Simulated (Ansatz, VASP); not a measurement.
## KF in VASP and in Ansatz

```
K F
1.0
    -0.02857    2.66710    2.66710
     2.66710   -0.02857    2.66710
     2.66710    2.66710   -0.02857
K F
1 1
Direct
  0.00000 0.00000 0.00000
  0.50000 0.50000 0.50000
```

Alike in both runs: task single point; functional PBE; k mesh 8 × 8 × 8; occupations gaussian, width 0.05 eV; no spin polarisation.

|  | VASP | Ansatz |
| --- | --- | --- |
| version | VASP 6.6.1 | Ansatz 0.2.0 |
| potentials or method | VASP PAW PBE potentials, release 64 (K_sv, F), cutoff 520 eV | scalar-relativistic, plane waves, PAW |
| valence electrons in the cell | 16 | 16 |

```csv
,VASP,Ansatz,Ansatz less VASP
gap on the k mesh at the Fermi level (eV),6.10,6.11,+0.016
least direct gap on the mesh (eV),6.10,6.11,+0.016
pressure (GPa),1.0,1.0,-0.03
"traceless stress, the component that is largest in VASP (GPa)",0.14,0.14,+0.002
```
